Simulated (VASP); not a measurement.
Input of a VASP 6.6.1 run:

The input POSCAR:

```
AgCl
1.0
    0.0000000000      2.8275737678      2.8275737678
    2.8275737678      0.0000000000      2.8275737678
    2.8275737678      2.8275737678      0.0000000000
Ag Cl
1 1
Direct
    0.0000000000      0.0000000000      0.0000000000
    0.5000000000      0.5000000000      0.5000000000
```

The input INCAR.step1:

```
SYSTEM = AgCl
ALGO = Normal
EDIFF = 1E-5
ENCUT = 550
GGA = PE
GGA_COMPAT = .False.
ISMEAR = 0
LASPH = .True.
LCHARG = .False.
LREAL = .False.
LWAVE = .True.
NBANDS = 16
NELM = 120
PREC = Accurate
SIGMA = 0.01
```

INCAR.step2

```
SYSTEM = AgCl
ALGO = Normal
EDIFF = 1E-6
ENCUT = 550
GGA_COMPAT = .False.
ISIF = 2
ISMEAR = 0
ISTART = 1
LASPH = .True.
LCHARG = .False.
LMIXTAU = .True.
LREAL = .False.
LWAVE = .False.
METAGGA = R2SCAN
NBANDS = 16
NELM = 120
PREC = Accurate
SIGMA = 0.01
```

KPOINTS

```
k-points
0
Gamma
  6 6 6
  0 0 0
```

Potentials or basis: VASP PAW PBE potentials, release 64 (Ag, Cl).

Launch:

```sh
$ cat potpaw_PBE.64/Ag/POTCAR potpaw_PBE.64/Cl/POTCAR > POTCAR
$ cp INCAR.step1 INCAR
$ mpirun -np 1 vasp_std > vasp.out
$ cp INCAR.step2 INCAR
$ mpirun -np 1 vasp_std > vasp.out
```

Question: Predict the band gap on the k mesh.

Answer: 1.43 eV (least direct gap 3.59 eV).

Question: Predict the pressure.

Answer: -2.6 GPa.

Caveat: the PAW data sets were made with another functional, which shifts forces and pressure a little. A k mesh can miss the band edges.
